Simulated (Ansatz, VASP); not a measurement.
# Be: VASP beside Ansatz

Contents of INCAR:

```
SYSTEM = Be
PREC = Accurate
ENCUT = 520
EDIFF = 1E-6
ISMEAR = -1
SIGMA = 0.1
LREAL = .FALSE.
LASPH = .TRUE.
NELM = 100
ALGO = Normal
ISIF = 2
LWAVE = .FALSE.
LCHARG = .FALSE.
GGA = PS
NBANDS = 10
```

Contents of KPOINTS:

```
Automatic mesh
0
G
  12 12 16
  0 0 0
```

The input POSCAR:

```
Be
1.0
    3.6533568931      0.0000000000      0.0000000000
   -1.8266784465      3.1638998785      0.0000000000
    0.0000000000      0.0000000000      2.2401318326
Be
3
Direct
    1.0000000000      1.0000000000      1.0000000000
    0.3333333333      0.6666666667      0.5000000000
    0.6666666667      0.3333333333      0.5000000000
```

Input for Ansatz:

```yaml
crystal:
  lattice:
    - [3.6533568931, 0.0, 0.0]
    - [-1.8266784465, 3.1638998785, 0.0]
    - [0.0, 0.0, 2.2401318326]
  atoms:
    - { symbol: Be, position: [1.0, 1.0, 1.0] }
    - { symbol: Be, position: [0.3333333333, 0.6666666667, 0.5] }
    - { symbol: Be, position: [0.6666666667, 0.3333333333, 0.5] }
hamiltonian:
  xc: pbesol
  pseudopotentials:
    kind: paw
    azcp:
      Be: "pseudopotentials/Be.paw.azcp"
basis:
  ecutwfc: 420
  fft_grid_basis: typed
kpoints:
  mp_grid: { grid: [12, 12, 16], shift: [0, 0, 0] }
magnetization:
  spin_polarized: false
scf:
  occupations: { method: fermi_dirac, width: 0.1 }
  lower_state_search: "off"
output:
  stress: true
```

Alike in both runs: task single point; functional PBEsol; k mesh 12 × 12 × 16; occupations fermi-dirac, width 0.1 eV; no spin polarisation.

|  | VASP | Ansatz |
| --- | --- | --- |
| version | VASP 6.6.1 | Ansatz 0.2.0 |
| potentials or method | VASP PAW PBE potentials, release 64 (Be), cutoff 520 eV | plane waves (420 eV) with PAW, scalar-relativistic |
| valence electrons in the cell | 6 | 6 |

```tsv
	VASP	Ansatz	Ansatz less VASP
pressure (GPa)	-7.6	-7.9	-0.27
traceless stress, the component that is largest in VASP (GPa)	1.76	1.82	+0.061
```

VASP's potentials were made for PBE, not for PBEsol, and Ansatz warns of the same on its side.
